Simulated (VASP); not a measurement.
# AlGa15AsP15 (P1) in VASP: single point with PBEsol

Aim: the single point of AlGa15AsP15 with PBEsol.

Program: VASP 6.6.1. These are calculated values, not measurements. Logs are shortened: lines on timing, memory, paths and dates and some standing lists are left out, and cuts for length are marked.

**1. The cell of the first run**

The typed cell holds 64 atoms: a = 10.908 Å, b = 10.908 Å, c = 10.908 Å, α = 90.00°, β = 90.00°, γ = 90.00°.

**2. Single point, PBEsol**

The input, INCAR:

```
ALGO = Normal
EDIFF = 1E-6
ENCUT = 500
GGA = PS
GGA_COMPAT = F
ISIF = 2
ISMEAR = -1
ISYM = -1
LASPH = T
LCHARG = T
LELF = T
LREAL = Auto
LVHAR = T
LWAVE = F
NBANDS = 316
NELM = 120
PREC = Accurate
SIGMA = 0.05
```

The input, KPOINTS:

```
explicit points
1
Reciprocal
  0.25000000   0.25000000   0.25000000 1
```

The input, POSCAR:

```
AlGa15AsP15
1.0
   10.9079416694      0.0000000000      0.0000000000
    0.0000000000     10.9079416694      0.0000000000
    0.0000000000      0.0000000000     10.9079416694
Ga Al P As
30 2 30 2
Direct
    0.9996930000      0.0001360000      0.9997580000
    0.0005550000      0.0006820000      0.4992130000
    0.0007710000      0.4997330000      0.0004000000
    0.9995210000      0.5000460000      0.5000820000
    0.4965680000      0.0041330000      0.0030700000
    0.4998140000      0.4997330000      0.9997070000
    0.4964230000      0.4962940000      0.4962510000
    0.2490680000      0.2507790000      0.0001590000
    0.2490160000      0.2500870000      0.5000650000
    0.2487200000      0.7504920000      0.0005050000
    0.2483520000      0.7497210000      0.4997040000
    0.7496260000      0.2498880000      0.0006140000
    0.7495230000      0.2505550000      0.4994170000
    0.7531050000      0.7467860000      0.0031770000
    0.7533860000      0.7535630000      0.4965780000
    0.2487720000      0.0008050000      0.2502500000
    0.2485780000      0.0008240000      0.7502270000
    0.2487870000      0.4997690000      0.2497280000
    0.2489870000      0.4995070000      0.7498200000
    0.7500600000      0.0010520000      0.2492880000
    0.7531860000      0.0040230000      0.7467350000
    0.7500330000      0.4994520000      0.2503050000
    0.7527530000      0.4967590000      0.7532010000
    0.9994810000      0.2501520000      0.2499500000
    0.0005660000      0.2502690000      0.7498800000
    0.0005750000      0.7502690000      0.2498220000
    0.9999790000      0.7501520000      0.7499070000
    0.4992850000      0.2503560000      0.2496410000
    0.4996220000      0.2501730000      0.7500130000
    0.4923460000      0.7498620000      0.7500370000
    0.4994330000      0.9997550000      0.4994050000
    0.4994380000      0.7495730000      0.2492420000
    0.1240400000      0.1251590000      0.1247810000
    0.1242950000      0.1251880000      0.6246510000
    0.1244670000      0.6249910000      0.1250280000
    0.1241430000      0.6247810000      0.6249760000
    0.6244530000      0.1261270000      0.1256920000
    0.6243510000      0.1260450000      0.6238770000
    0.6249640000      0.6234460000      0.1253410000
    0.3742880000      0.3752320000      0.1248420000
    0.3736780000      0.3741160000      0.6249020000
    0.3732630000      0.8758940000      0.1255380000
    0.3718090000      0.8759200000      0.6241770000
    0.8749060000      0.3750280000      0.1248470000
    0.8752380000      0.3739710000      0.6246740000
    0.8755870000      0.8753400000      0.1254930000
    0.8766650000      0.8761510000      0.6240300000
    0.3740710000      0.1257190000      0.3746590000
    0.3733060000      0.1261970000      0.8747940000
    0.3730850000      0.6247750000      0.3742900000
    0.3722100000      0.6238920000      0.8761470000
    0.8746070000      0.1252100000      0.3748030000
    0.8755990000      0.1262100000      0.8751790000
    0.8756940000      0.6249920000      0.3738550000
    0.8765470000      0.6241650000      0.8755900000
    0.1241490000      0.3748990000      0.3749500000
    0.1244730000      0.3749920000      0.8748600000
    0.1244880000      0.8751920000      0.3747100000
    0.1242570000      0.8751790000      0.8749210000
    0.6244950000      0.3740050000      0.3736570000
    0.6244270000      0.3738340000      0.8757160000
    0.6250410000      0.8757810000      0.3732740000
    0.6246450000      0.6243080000      0.6237750000
    0.6247070000      0.8759420000      0.8754710000
```

Potentials or basis: VASP PAW PBE potentials, release 64 (Ga_d, Al, P, As).

On the command line:

```
$ cat potpaw_PBE.64/Ga_d/POTCAR potpaw_PBE.64/Al/POTCAR potpaw_PBE.64/P/POTCAR potpaw_PBE.64/As/POTCAR > POTCAR
$ mpirun -np 1 vasp_std > vasp.out
```

OUTCAR:

```text
EDIFF = 1E-6
   ENCUT = 500
   GGA = PS
   ISIF = 2
   ISMEAR = -1
   ISYM = -1
   LASPH = T
   LREAL = Auto
   NELM = 120
   PREC = Accurate

 ion  position               nearest neighbor table
   1  1.000  0.000  1.000-  59 2.36  33 2.36  46 2.36  53 2.36
   2  0.001  0.001  0.499-  47 2.35  34 2.35  58 2.35  52 2.36
   3  0.001  0.500  0.000-  55 2.35  35 2.35  57 2.36  44 2.36
   4  1.000  0.500  0.500-  36 2.36  56 2.36  45 2.36  54 2.36
   5  0.497  0.004  0.003-  37 2.35  49 2.35  42 2.36  64 2.42
   6  0.500  0.500  1.000-  39 2.36  61 2.36  40 2.36  51 2.36
[... 56 lines left out ...]
  63  0.625  0.624  0.624-   7 2.42  30 2.42  23 2.43  15 2.43
  64  0.625  0.876  0.875-   5 2.42  30 2.42  14 2.43  21 2.43

IMPORTANT INFORMATION: All symmetrisations will be switched off!
NOSYMM: (Re-)initialisation of all symmetry stuff for point group C_1.

----------------------------------------------------------------------------------------

                                     Primitive cell

  volume of cell :    1297.8617

  direct lattice vectors                    reciprocal lattice vectors
    10.907941669  0.000000000  0.000000000     0.091676324  0.000000000  0.000000000
     0.000000000 10.907941669  0.000000000     0.000000000  0.091676324  0.000000000
     0.000000000  0.000000000 10.907941669     0.000000000  0.000000000  0.091676324

  length of vectors
    10.907941669 10.907941669 10.907941669     0.091676324  0.091676324  0.091676324

  position of ions in fractional coordinates (direct lattice)
     0.999693000  0.000136000  0.999758000
     0.000555000  0.000682000  0.499213000
     0.000771000  0.499733000  0.000400000
     0.999521000  0.500046000  0.500082000
     0.496568000  0.004133000  0.003070000
     0.499814000  0.499733000  0.999707000
[... 56 lines left out ...]
     0.624645000  0.624308000  0.623775000
     0.624707000  0.875942000  0.875471000

  ion indices of the primitive-cell ions
   primitive index   ion index
                 1           1
                 2           2
                 3           3
                 4           4
                 5           5
                 6           6
[... 56 lines left out ...]
                63          63
                64          64

----------------------------------------------------------------------------------------

 KPOINTS: explicit points

Read explicit list of k-points.

 Found      1 k-points:

 Following reciprocal coordinates:
            Coordinates               Weight
  0.250000  0.250000  0.250000      1.000000
   k-points           NKPTS =      1   k-points in BZ     NKDIM =      1   number of bands    NBANDS=    316
   number of dos      NEDOS =    301   number of ions     NIONS =     64
   total plane-waves  NPLWV = 512000
   dimension x,y,z NGX =    80 NGY =   80 NGZ =   80
   dimension x,y,z NGXF=   160 NGYF=  160 NGZF=  160
   ions per type =              30   2  30   2
   NGX,Y,Z   is equivalent  to a cutoff of  12.19, 12.19, 12.19 a.u.
   NGXF,Y,Z  is equivalent  to a cutoff of  24.39, 24.39, 24.39 a.u.
 SYSTEM =  unknown system
   PREC   = accura    normal or accurate (medium, high low for compatibility)
   ISTART =      0    job   : 0-new  1-cont  2-samecut
   ICHARG =      2    charge: 1-file 2-atom 10-const
   ISPIN  =      1    spin polarized calculation?
   LNONCOLLINEAR =      F non collinear calculations
   LSORBIT =      F    spin-orbit coupling
   LASPH  =      T    aspherical Exc in radial PAW
   ENCUT  =  500.0 eV  36.75 Ry    6.06 a.u.  19.89 19.89 19.89*2*pi/ulx,y,z
   NELM   =    120;   NELMIN=  2; NELMDL= -5     # of ELM steps
   EDIFF  = 0.1E-05   stopping-criterion for ELM
   LREAL  =      T    real-space projection
   EDIFFG = 0.1E-04   stopping-criterion for IOM
   NSW    =      0    number of steps for IOM
   IBRION =     -1    ionic relax: 0-MD 1-quasi-New 2-CG
   NFREE  =      0    steps in history (QN), initial steepest desc. (CG)
   ISIF   =      2    stress and relaxation
   ISYM   =     -1    0-nonsym 1-usesym 2-fastsym
   POTIM  = 0.5000    time-step for ionic-motion
   TEBEG  =    0.0;   TEEND  =   0.0 temperature during run
   PSTRESS=    0.0 pullay stress
   NELECT =     556.0000    total number of electrons
   NUPDOWN=      -1.0000    fix difference up-down
   EMIN   =  10.00;   EMAX   =-10.00  energy-range for DOS
   EFERMI =   0.00;   METHOD = LEGACY
   ISMEAR =    -1;   SIGMA  =   0.05  broadening in eV -4-tet -1-fermi 0-gaus
   EFERMI_NEDOS =   21; number of points for ismear=-14 and -15
   IALGO  =     38    algorithm
   IMIX   =      4    mixing-type and parameters
     AMIX     =   0.40;   BMIX     =  1.00
     AMIX_MAG =   1.60;   BMIX_MAG =  1.00
  volume/ion in A,a.u.               =      20.28       136.85
  Fermi-wavevector in a.u.,A,eV,Ry     =   1.234119  2.332146 20.722341  1.523049
  Thomas-Fermi vector in A             =   2.368822
   LORBIT       =      0    0 simple, 1 ext, 2 COOP (PROOUT), +10 PAW based schemes
   GGA     = PS    functional components
   LHFCALC =     F    Hartree Fock is set to
   AEXX    =    0.0000 exact exchange contribution
   IVDW    =     0    specifies the selected vdW correction
   LEPSILON=     F    determine dielectric tensor
   LRPA    =     F    only Hartree local field effects (RPA)
 non-spin polarized calculation
  energy-cutoff  :      500.00
  volume of cell :     1297.86
 maximum number of plane-waves:     32951
 NGX is ok and might be reduce to    80
   NGX = 39   NGY = 39   NGZ = 39

 number of electron     556.0000415 magnetization

 Free energy of the ion-electron system (eV)
  ---------------------------------------------------
  ext. energy  EPLUGINS =         0.00000000
  ---------------------------------------------------
  free energy    TOTEN  =      -317.86988363 eV

  energy without entropy =     -317.86988360  energy(sigma->0) =     -317.86988362

 E-fermi :   5.3187     XC(G=0):  -9.9890

 val. band max:        4.3532616955   @ k =   0.2500   0.2500   0.2500
 cond. band min:       6.2995981354   @ k =   0.2500   0.2500   0.2500
 fundamental gap:      1.9463364399
 Fermi energy:         5.3187418926

 k-point     1 :       0.2500    0.2500    0.2500
  band No.  band energies     occupation
      1     -10.0828      2.00000
      2     -10.0797      2.00000
      3     -10.0781      2.00000
      4     -10.0729      2.00000
      5     -10.0712      2.00000
      6     -10.0701      2.00000
[... 282 lines left out ...]
    289       7.1203      0.00000
    290       7.1707      0.00000
 [bands above 290 left out]

------------------------ aborting loop because EDIFF is reached ----------------------------------------

  FORCE on cell =-STRESS in cart. coord.  units (eV):
  Direction    XX          YY          ZZ          XY          YZ          ZX
  --------------------------------------------------------------------------------------
  -------------------------------------------------------------------------------------
  Total       -0.5901887     -0.6432810     -0.6770796     -5.9686400     -5.8661465     -5.9833222
  in kB       -0.7285729     -0.7941141     -0.8358376     -7.3681346     -7.2416089     -7.3862594
  external PRESSURE =      -0.7861749 kB  Pullay stress =       0.0000000 kB

 VOLUME and BASIS-vectors are now :
 -----------------------------------------------------------------------------
  energy-cutoff  :      500.00
  volume of cell :     1297.86
      direct lattice vectors                 reciprocal lattice vectors
    10.907941669  0.000000000  0.000000000     0.091676324  0.000000000  0.000000000
     0.000000000 10.907941669  0.000000000     0.000000000  0.091676324  0.000000000
     0.000000000  0.000000000 10.907941669     0.000000000  0.000000000  0.091676324

 POSITION                                       TOTAL-FORCE (eV/Angst)
 -----------------------------------------------------------------------------------
     10.90459      0.00148     10.90530        -0.005011      0.001478      0.002174
      0.00605      0.00744      5.44539        -0.000838     -0.000824      0.010340
      0.00841      5.45106      0.00436        -0.011390      0.008413     -0.005563
     10.90272      5.45447      5.45487        -0.004933      0.007624     -0.001428
      5.41653      0.04508      0.03349        -0.018155      0.009314      0.026305
      5.45194      5.45106     10.90475        -0.007432      0.000641     -0.000117
[... 56 lines left out ...]
      6.81359      6.80992      6.80410        -0.014270     -0.004414      0.006308
      6.81427      9.55472      9.54959         0.006612     -0.011979     -0.007104
 -----------------------------------------------------------------------------------
    total drift:                                0.032286      0.002968      0.004214

  FREE ENERGIE OF THE ION-ELECTRON SYSTEM (eV)
  ---------------------------------------------------
  free  energy   TOTEN  =      -317.8698836324 eV

  energy  without entropy=     -317.8698835993  energy(sigma->0) =     -317.86988362
```

It took 13 min on 1 thread of Intel Xeon Platinum 8488C (Sapphire Rapids), shared host; peak memory 1.1 GiB.

What came out:

* Free energy: -317.8699 eV
* Pressure: -0.1 GPa
* Largest force: 0.033 eV/Å
* Band gap on the k mesh: 1.95 eV

Forces on the atoms (eV/Å):
```
Ga  -0.005  0.001  0.002
Ga  -0.001 -0.001  0.010
Ga  -0.011  0.008 -0.006
Ga  -0.005  0.008 -0.001
Ga  -0.018  0.009  0.026
Ga  -0.007  0.001  0.000
Ga  -0.015 -0.012 -0.015
Ga  -0.006 -0.012 -0.006
Ga  -0.004 -0.011  0.001
Ga   0.002  0.002 -0.003
Ga   0.000  0.010  0.006
Ga  -0.001  0.005 -0.005
Ga  -0.006 -0.002  0.005
Ga   0.002  0.002  0.006
Ga   0.007  0.018  0.002
Ga  -0.007 -0.011  0.002
Ga   0.001 -0.003 -0.005
Ga  -0.001  0.012  0.002
Ga   0.002  0.014  0.007
Ga  -0.010 -0.009 -0.001
Ga   0.005 -0.001 -0.006
Ga  -0.010  0.002  0.005
Ga   0.009 -0.002  0.017
Ga  -0.001 -0.004  0.005
Ga  -0.013 -0.005  0.003
Ga  -0.006  0.010  0.003
Ga  -0.012  0.010  0.004
Ga   0.012  0.000  0.005
Ga   0.005 -0.001  0.000
Ga   0.002  0.007 -0.001
Al   0.001  0.009  0.007
Al  -0.001  0.009  0.009
P    0.012  0.011 -0.003
P    0.015  0.004  0.002
P    0.016 -0.002 -0.001
P    0.008 -0.011 -0.011
P    0.001  0.001  0.004
P    0.000  0.011 -0.012
P    0.008 -0.013  0.000
P    0.006  0.001 -0.005
P   -0.012 -0.004 -0.001
P   -0.013  0.002  0.001
P   -0.010 -0.006  0.002
P   -0.003 -0.009  0.003
P    0.019  0.003  0.003
P   -0.001 -0.008  0.007
P    0.012  0.001 -0.007
P    0.000  0.005 -0.002
P   -0.013  0.021 -0.001
P   -0.007 -0.013 -0.001
P   -0.011 -0.008  0.001
P    0.006  0.005 -0.009
P    0.002  0.001 -0.008
P    0.013 -0.008 -0.006
P    0.018 -0.016  0.003
P    0.002  0.001 -0.008
P    0.012 -0.003 -0.002
P    0.009 -0.010 -0.009
P    0.002 -0.009 -0.003
P   -0.007  0.002 -0.005
P    0.000 -0.004  0.001
P    0.017  0.009 -0.008
As  -0.014 -0.004  0.006
As   0.007 -0.012 -0.007
```

Caveat: the PAW data sets were made with another functional, which shifts forces and pressure a little; a shifted mesh leaves out Γ, where band edges can lie.
